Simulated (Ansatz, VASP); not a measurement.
# Al3W: VASP beside Ansatz

```xyz
4
Lattice="4.3000 0.0000 0.0000 0.0000 4.3000 0.0000 0.0000 0.0000 4.3000" Properties=species:S:1:pos:R:3 pbc="T T T"
Al    0.0000    0.0000    2.1500
Al    0.0000    2.1500    0.0000
Al    2.1500    0.0000    0.0000
W     0.0000    0.0000    0.0000
```

Change from the starting cell: species swapped into the WO3 type (Pm-3m, No. 221).

Alike in both runs: task relaxation of cell and atoms; functional PBE; k mesh 4 × 4 × 4; occupations gaussian, width 0.1 eV; no spin polarisation.

|  | VASP | Ansatz |
| --- | --- | --- |
| version | VASP 6.6.1 | Ansatz 0.2.0 |
| potentials or method | VASP PAW PBE potentials, release 64 (Al, W_sv), cutoff 600 eV | scalar-relativistic, plane waves, PAW |
| valence electrons in the cell | 23 | 23 |

Ansatz gave:

- gap on the k mesh at the Fermi level, each at its own relaxed structure (eV): none
- relaxed volume (Å³/atom): 30.53
- relaxed cell length with the largest relative difference (Å): 4.961

**Question.** What did VASP give for the same quantities?

**Answer.** gap on the k mesh at the Fermi level, each at its own relaxed structure (eV): none; relaxed volume (Å³/atom): 30.51; relaxed cell length with the largest relative difference (Å): 4.960.

A gap of «none» marks a metal or a gap that the smearing closes.

The k mesh is coarse, so the values compare programs but aren't converged. Spin-orbit coupling is off throughout. Noted on VASP's run: the volume moved by over 15 % at a fixed basis, so the end points are rough.
